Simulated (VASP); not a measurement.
Input of a VASP 6.6.1 run:

INCAR

```
ALGO = Normal
EDIFF = 1E-7
ENCUT = 520
GGA = CA
ISIF = 2
ISMEAR = -1
LASPH = True
LCHARG = True
LELF = True
LREAL = False
LVHAR = True
LWAVE = False
NBANDS = 28
NELM = 60
PREC = Accurate
SIGMA = 0.1
```

KPOINTS

```
k-points
0
Gamma
  8 8 11
```

The input POSCAR:

```
W
1.0
    4.6134945561      0.0000000000      0.0000000000
   -2.3067472780      3.9954034858      0.0000000000
    0.0000000000      0.0000000000      2.5655728194
W
3
Direct
    0.0000000000      0.0000000000      0.0000000000
    0.3333333333      0.6666666667      0.5000000000
    0.6666666667      0.3333333333      0.5000000000
```

Potentials or basis: VASP PAW LDA potentials, release 64 (W_sv).

Command:

```sh
$ cat potpaw_LDA.64/W_sv/POTCAR > POTCAR
$ mpirun -np 1 vasp_std > vasp.out
```

Question: What does it give for the pressure?

Answer: 1.9 GPa.

Question: Predict the band gap on the k mesh.

Answer: Zero (band 21 reaches 11.77 eV, above the bottom of band 22 at 10.80 eV).

Stress tensor (GPa, compression positive):
```
1.61 0.00 0.00
0.00 1.61 0.00
0.00 0.00 2.42
```

Caveat: spin-orbit coupling is left out, which moves the levels of the heavy elements.
